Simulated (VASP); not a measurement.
Al3Au: relaxation of cell and atoms with r2SCAN

The system is Al3Au.

```xyz
4
Lattice="2.9035 0.0000 0.0000 0.0000 2.9035 0.0000 0.0000 0.0000 7.6793" Properties=species:S:1:pos:R:3 pbc="T T T"
Al    0.0000    0.0000    3.8396
Al    1.4517    1.4517    1.9020
Al    1.4517    1.4517    5.7772
Au    0.0000    0.0000    0.0000
```

* Program: VASP 6.6.1
* Task: relaxation of cell and atoms
* Functional: r2SCAN
* Potentials or basis: VASP PAW PBE potentials, release 64 (Al, Au)
* Cutoff: 600 eV
* k mesh: 14 × 14 × 6
* Occupations: gaussian, width 0.1 eV
* Spin: no spin polarisation
* Dipole correction: no
* Further INCAR settings: ALGO = Normal; EDIFF = 1e-07; IBRION = 2; EDIFFG = -0.01; NSW = 80; ISIF = 3

The relaxed volume is 16.21 Å³/atom and the relaxed cell is a = 2.881 Å, b = 2.881 Å, c = 7.810 Å, α = 90.00°, β = 90.00°, γ = 90.00°. The space group after relaxing (to 0.1 Å) is P4/mmm (No. 123) and the energy gained by relaxing is 6.1 meV/atom. The ionic steps are 14, the pressure after relaxing is 0.0 GPa and the band gap on the k mesh is zero (bands 10 and 11 overlap by 5.53 eV).

The path:
| step | energy change (eV) | largest force (eV/Å) | pressure (GPa) | volume (Å³) |
| --- | --- | --- | --- | --- |
| 1 | 0.0000 | 0.2891 | -0.30 | 64.74 |
| 2 | -0.0153 | 0.2028 | 0.33 | 64.45 |
| 3 | -0.0211 | 0.0553 | 1.15 | 64.12 |
| 4 | -0.0212 | 0.0777 | 1.04 | 64.16 |
| 5 | -0.0226 | 0.0325 | -0.65 | 65.19 |
| 6 | -0.0236 | 0.0494 | 0.01 | 64.78 |
| 7 | -0.0236 | 0.0488 | -0.02 | 64.80 |
| 8 | -0.0242 | 0.0331 | -0.06 | 64.84 |
| 9 | -0.0244 | 0.0189 | -0.10 | 64.89 |
| 10 | -0.0244 | 0.0212 | -0.09 | 64.88 |
| 11 | -0.0244 | 0.0021 | 0.11 | 64.78 |
| 12 | -0.0244 | 0.0061 | 0.07 | 64.80 |
| 13 | -0.0244 | 0.0074 | 0.05 | 64.81 |
| 14 | -0.0244 | 0.0014 | 0.01 | 64.85 |

Final structure:
```xyz
4
Lattice="2.8815 0.0000 0.0000 0.0000 2.8815 0.0000 0.0000 0.0000 7.8102" Properties=species:S:1:pos:R:3 pbc="T T T"
Al    0.0000    0.0000    3.9051
Al    1.4407    1.4407    1.8926
Al    1.4407    1.4407    5.9176
Au    0.0000    0.0000    0.0000
```

Levels at points of the mesh, in eV from the Fermi level:
```
           k point  band 7  band 8  band 9  band 10  band 11  band 12  band 13  band 14
(0.00, 0.00, 0.00)   -5.08   -4.16   -2.18     0.94     5.95     5.95     5.99     7.24
(0.50, 0.00, 0.00)   -4.80   -4.76   -4.24    -2.64    -1.54     2.55     3.92     4.76
(0.50, 0.50, 0.00)   -3.03   -1.07   -0.58     0.15     0.15     0.40     0.45     0.45
(0.00, 0.00, 0.50)   -5.08   -4.53   -4.16     3.95     5.73     6.30     6.46     6.46
(0.50, 0.00, 0.50)   -5.44   -4.81   -2.70    -1.19    -1.12    -0.11     1.59     8.12
(0.50, 0.50, 0.50)   -2.22   -2.01   -2.01    -1.25    -1.08     0.80     1.99     3.22
```

Run time: 100 min on 1 thread of Oxide Virtual Turin-like Processor (shared host), peak memory 0.31 GiB.

Caveat: the PAW data sets were made with another functional, which shifts forces and pressure a little; spin-orbit coupling is left out, which moves the levels of the heavy elements.
